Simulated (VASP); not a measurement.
# LiF (P6_3/mmc) in VASP: dielectric tensor with r2SCAN

Aim: the dielectric tensor of LiF with r2SCAN.

All numbers are computed with VASP 6.6.1; they aren't measurements. Logs are shortened: lines on timing, memory, paths and dates and some standing lists are left out, and cuts for length are marked.

**1. The cell of the first run**

It takes space group P6_3/mmc (No. 194, hexagonal). The conventional cell has a = 2.776 Å, b = 2.776 Å, c = 4.783 Å, α = 90.00°, β = 90.00°, γ = 120.00°. Li (site symmetry -3m) has 6 F at 2.00 Å and 2 Li at 2.39 Å within 2.6 Å. Within 2.6 Å of F (site symmetry -6m2) lie 6 Li at 2.00 Å.

**2. Dielectric tensor, r2SCAN**

File INCAR:

```
SYSTEM = LiF
ALGO = Normal
EDIFF = 1E-8
ENCUT = 520
ISIF = 2
ISMEAR = 0
LASPH = .TRUE.
LCALCEPS = .TRUE.
LCHARG = .FALSE.
LMIXTAU = .TRUE.
LREAL = .FALSE.
LWAVE = .FALSE.
METAGGA = R2SCAN
NELM = 60
PREC = Accurate
SIGMA = 0.01
```

File KPOINTS:

```
k-points
0
G
  9 9 4
  0 0 0
```

File POSCAR:

```
LiF
1.0
    2.7757075872      0.0000000000      0.0000000000
   -1.3878537936      2.4038332840      0.0000000000
    0.0000000000      0.0000000000      4.7826938694
Li F
2 2
Direct
    0.0000000000      0.0000000000      0.0000000000
    0.0000000000      0.0000000000      0.5000000000
    0.3333333333      0.6666666667      0.2500000000
    0.6666666667      0.3333333333      0.7500000000
```

Potentials or basis: VASP PAW PBE potentials, release 64 (Li_sv, F).

Command:

```console
$ cat potpaw_PBE.64/Li_sv/POTCAR potpaw_PBE.64/F/POTCAR > POTCAR
$ mpirun -np 1 vasp_std > vasp.out
```

OUTCAR:

```text
SYSTEM = LiF
   EDIFF = 1E-8
   ENCUT = 520
   ISIF = 2
   ISMEAR = 0
   LASPH = .TRUE.
   LREAL = .FALSE.
   METAGGA = R2SCAN
   NELM = 60
   PREC = Accurate

 ion  position               nearest neighbor table
   1  0.000  0.000  0.000-   3 2.00   4 2.00   4 2.00   3 2.00   4 2.00   3 2.00   2 2.39   2 2.39

   2  0.000  0.000  0.500-   3 2.00   4 2.00   4 2.00   3 2.00   4 2.00   3 2.00   1 2.39   1 2.39

   3  0.333  0.667  0.250-   1 2.00   2 2.00   1 2.00   2 2.00   1 2.00   2 2.00
   4  0.667  0.333  0.750-   1 2.00   2 2.00   1 2.00   2 2.00   1 2.00   2 2.00

  LATTYP: Found a hexagonal cell.
 ALAT       =     2.7757075872
 C/A-ratio  =     1.7230539310

  Lattice vectors:

 A1 = (   2.7757075872,   0.0000000000,   0.0000000000)
 A2 = (  -1.3878537936,   2.4038332840,   0.0000000000)
 A3 = (   0.0000000000,   0.0000000000,   4.7826938694)

Analysis of symmetry for initial positions (statically):
=====================================================================
 Subroutine PRICEL returns:
 Original cell was already a primitive cell.

 Routine SETGRP: Setting up the symmetry group for a
 hexagonal supercell.

 Subroutine GETGRP returns: Found 24 space group operations
 (whereof 12 operations were pure point group operations)
 out of a pool of 24 trial point group operations.

The static configuration has the point symmetry D_3d.
 The point group associated with its full space group is D_6h.

Analysis of symmetry for dynamics (positions and initial velocities):
=====================================================================
 Subroutine PRICEL returns:
 Original cell was already a primitive cell.

 Routine SETGRP: Setting up the symmetry group for a
 hexagonal supercell.

 Subroutine GETGRP returns: Found 24 space group operations
 (whereof 12 operations were pure point group operations)
 out of a pool of 24 trial point group operations.

The dynamic configuration has the point symmetry D_3d.
 The point group associated with its full space group is D_6h.

 Subroutine INISYM returns: Found 24 space group operations
 (whereof 12 operations are pure point group operations),
 and found     1 'primitive' translations

----------------------------------------------------------------------------------------

                                     Primitive cell

  volume of cell :      31.9118

  direct lattice vectors                    reciprocal lattice vectors
     2.775707587  0.000000000  0.000000000     0.360268497  0.208001114  0.000000000
    -1.387853794  2.403833284  0.000000000     0.000000000  0.416002227  0.000000000
     0.000000000  0.000000000  4.782693869     0.000000000  0.000000000  0.209087185

  length of vectors
     2.775707587  2.775707587  4.782693869     0.416002227  0.416002227  0.209087185

  position of ions in fractional coordinates (direct lattice)
     0.000000000  0.000000000  0.000000000
     0.000000000  0.000000000  0.500000000
     0.333333333  0.666666667  0.250000000
     0.666666667  0.333333333  0.750000000

  ion indices of the primitive-cell ions
   primitive index   ion index
                 1           1
                 2           2
                 3           3
                 4           4

----------------------------------------------------------------------------------------

 KPOINTS: k-points

Automatic generation of k-mesh.
 Grid dimensions read from file:
 generate k-points for:    9    9    4

 Generating k-lattice:

  Cartesian coordinates                     Fractional coordinates (reciprocal lattice)
     0.040029833  0.023111235  0.000000000     0.111111111 -0.000000000  0.000000000
     0.000000000  0.046222470  0.000000000     0.000000000  0.111111111  0.000000000
     0.000000000  0.000000000  0.052271796     0.000000000  0.000000000  0.250000000

  Length of vectors
     0.046222470  0.046222470  0.052271796

  Shift w.r.t. Gamma in fractional coordinates (k-lattice)
     0.000000000  0.000000000  0.000000000

 Subroutine IBZKPT returns following result:
[... 55 lines left out ...]
   ISIF   =      2    stress and relaxation
   ISYM   =      2    0-nonsym 1-usesym 2-fastsym
   POTIM  = 0.5000    time-step for ionic-motion
   TEBEG  =    0.0;   TEEND  =   0.0 temperature during run
   PSTRESS=    0.0 pullay stress
   NELECT =      20.0000    total number of electrons
   NUPDOWN=      -1.0000    fix difference up-down
   EMIN   =  10.00;   EMAX   =-10.00  energy-range for DOS
   EFERMI =   0.00;   METHOD = LEGACY
   ISMEAR =     0;   SIGMA  =   0.01  broadening in eV -4-tet -1-fermi 0-gaus
   EFERMI_NEDOS =   21; number of points for ismear=-14 and -15
   IALGO  =     38    algorithm
   IMIX   =      4    mixing-type and parameters
     AMIX     =   0.40;   BMIX     =  1.00
     AMIX_MAG =   1.60;   BMIX_MAG =  1.00
  volume/ion in A,a.u.               =       7.98        53.84
  Fermi-wavevector in a.u.,A,eV,Ry     =   1.400989  2.647485 26.705096  1.962769
  Thomas-Fermi vector in A             =   2.523895
   LORBIT       =      0    0 simple, 1 ext, 2 COOP (PROOUT), +10 PAW based schemes
   METAGGA = R2SCAN    functional components
   LHFCALC =     F    Hartree Fock is set to
   AEXX    =    0.0000 exact exchange contribution
   IVDW    =     0    specifies the selected vdW correction
   LEPSILON=     F    determine dielectric tensor
   LRPA    =     F    only Hartree local field effects (RPA)
   LRPA       =     F
 non-spin polarized calculation
 Gauss-broadening in eV      SIGMA  =   0.01
  energy-cutoff  :      520.00
  volume of cell :       31.91
 maximum number of plane-waves:       870
 NGX is ok and might be reduce to    24
   NGX = 11   NGY = 11   NGZ = 17

 Total electronic dipole moment: p[elc]=(    -0.00000     0.00174     4.78269 ) |e| Angst

 number of electron      19.9999983 magnetization

 Free energy of the ion-electron system (eV)
  ---------------------------------------------------
  ext. energy  EPLUGINS =         0.00000000
  ---------------------------------------------------
  free energy    TOTEN  =       -23.57353757 eV

  energy without entropy =      -23.57353757  energy(sigma->0) =      -23.57353757

 E-fermi :  -1.2491     XC(G=0): -10.6677

 val. band max:       -1.3865497310   @ k =   0.0000   0.0000   0.0000
 cond. band min:   10000.0000000000   @ k =   0.0000   0.0000   0.0000
 fundamental gap:  10001.3865497310
 Fermi energy:        -1.2491327195

 k-point     1 :       0.0000    0.0000    0.0000
  band No.  band energies     occupation
      1     -43.6687      2.00000
      2     -43.5754      2.00000
      3     -22.6496      2.00000
      4     -22.3140      2.00000
      5      -4.0682      2.00000
      6      -1.6940      2.00000
      7      -1.5741      2.00000
      8      -1.5741      2.00000
      9      -1.3866      2.00000
     10      -1.3865      2.00000
     11   10000.0000      0.00000
     12   10000.0000      0.00000
     13   10000.0000      0.00000
     14   10000.0000      0.00000
[... 377 lines left out ...]
      1     -43.5978      2.00000
      2     -43.5457      2.00000
      3     -22.0053      2.00000
      4     -22.0053      2.00000
      5      -3.7528      2.00000
      6      -3.7528      2.00000
      7      -3.1890      2.00000
      8      -3.1406      2.00000
      9      -2.2646      2.00000
     10      -2.2645      2.00000
     11   10000.0000      0.00000
     12   10000.0000      0.00000
     13   10000.0000      0.00000
     14   10000.0000      0.00000

 [... further k-points ...]

------------------------ aborting loop because EDIFF is reached ----------------------------------------

            Ionic dipole moment: p[ion]=(     0.00000     0.00000    -7.17404 ) |e| Angst

 Total electronic dipole moment: p[elc]=(    -0.00000     0.00000    -4.78092 ) |e| Angst

 MACROSCOPIC STATIC DIELECTRIC TENSOR (including local field effects)
 ------------------------------------------------------
           1.984712     0.000000     0.000000
          -0.000000     1.984712    -0.000000
           0.000000    -0.000000     2.003826
 ------------------------------------------------------

 PIEZOELECTRIC TENSOR (including local field effects) (e Angst)
          XX          YY          ZZ          XY          YZ          ZX
  --------------------------------------------------------------------------------
  x     0.00000     0.00000     0.00000     0.00000     0.00000     0.00000
  y     0.00000     0.00000     0.00000     0.00000     0.00000     0.00000
  z     0.00000     0.00000     0.00000     0.00000     0.00000     0.00000

 PIEZOELECTRIC TENSOR (including local field effects) (C/m^2)
          XX          YY          ZZ          XY          YZ          ZX
  --------------------------------------------------------------------------------
  x     0.00000     0.00000     0.00000     0.00000     0.00000     0.00000
  y     0.00000     0.00000     0.00000     0.00000     0.00000     0.00000
  z     0.00000     0.00000     0.00000     0.00000     0.00000     0.00000

 BORN EFFECTIVE CHARGES (including local field effects) (in |e|, cummulative output)
 ---------------------------------------------------------------------------------
 ion    1
    1     1.03592     0.00000     0.00000
    2     0.00000     1.03592     0.00000
    3    -0.00000     0.00000     1.06201
 ion    2
    1     1.03592     0.00000    -0.00000
    2     0.00000     1.03592     0.00000
    3     0.00000     0.00000     1.06201
 ion    3
    1    -1.03592     0.00000     0.00000
    2     0.00000    -1.03592     0.00000
    3     0.00000    -0.00000    -1.06201
 ion    4
    1    -1.03592     0.00000     0.00000
    2     0.00000    -1.03592     0.00000
    3     0.00000     0.00000    -1.06201

  FORCE on cell =-STRESS in cart. coord.  units (eV):
  Direction    XX          YY          ZZ          XY          YZ          ZX
  --------------------------------------------------------------------------------------
  -------------------------------------------------------------------------------------
  Total       -0.1412277     -0.1412277     -0.1109912      0.0000000      0.0000000      0.0000000
  in kB       -7.0905470     -7.0905470     -5.5724819      0.0000000      0.0000000      0.0000000
  external PRESSURE =      -6.5845253 kB  Pullay stress =       0.0000000 kB

 VOLUME and BASIS-vectors are now :
 -----------------------------------------------------------------------------
  energy-cutoff  :      520.00
  volume of cell :       31.91
      direct lattice vectors                 reciprocal lattice vectors
     2.775707587  0.000000000  0.000000000     0.360268497  0.208001114  0.000000000
    -1.387853794  2.403833284  0.000000000     0.000000000  0.416002227  0.000000000
     0.000000000  0.000000000  4.782693869     0.000000000  0.000000000  0.209087185

 POSITION                                       TOTAL-FORCE (eV/Angst)
 -----------------------------------------------------------------------------------
      0.00000      0.00000      0.00000        -0.000000      0.000000      0.000000
      0.00000      0.00000      2.39135        -0.000000      0.000000      0.000000
     -0.00000      1.60256      1.19567         0.000000     -0.000000     -0.000000
      1.38785      0.80128      3.58702        -0.000000      0.000000      0.000000
 -----------------------------------------------------------------------------------
    total drift:                               -0.000000      0.000000     -0.000000

  FREE ENERGIE OF THE ION-ELECTRON SYSTEM (eV)
  ---------------------------------------------------
  free  energy   TOTEN  =       -23.5735375690 eV

  energy  without entropy=      -23.5735375690  energy(sigma->0) =      -23.57353757
```

Run time: 25 min. Hardware: 1 thread of Intel Xeon 8259CL, shared host; peak memory 0.36 GiB.

What came out:

```
Band gap on the k mesh                  : 10.40 eV
Electronic dielectric tensor (diagonal) : 1.98, 1.98, 2.00
Born charges (mean of the diagonal)     : Li +1.04; F -1.04 e
```

Electronic dielectric tensor:
```
1.98 0.00 0.00
0.00 1.98 0.00
0.00 0.00 2.00
```

Born effective charge tensors (e):
atom 1, Li
```
1.04 0.00 0.00
0.00 1.04 0.00
0.00 0.00 1.06
```
atom 2, Li
```
1.04 0.00 0.00
0.00 1.04 0.00
0.00 0.00 1.06
```
atom 3, F
```
-1.04  0.00  0.00
 0.00 -1.04  0.00
 0.00  0.00 -1.06
```
atom 4, F
```
-1.04  0.00  0.00
 0.00 -1.04  0.00
 0.00  0.00 -1.06
```

Dipole moments of the cell (e·Å, modulo the quantum): ionic 0.000, 0.000, -7.174; electronic 0.000, 0.000, -4.781

Caveat: the cutoff is under 1.25 times the usual one of these potentials, so pressure, stress and relaxed cells hold a basis-set (Pulay) error; the PAW data sets were made with another functional, which shifts forces and pressure a little; an odd mesh through Γ misses points on the zone boundary, where band edges can lie.
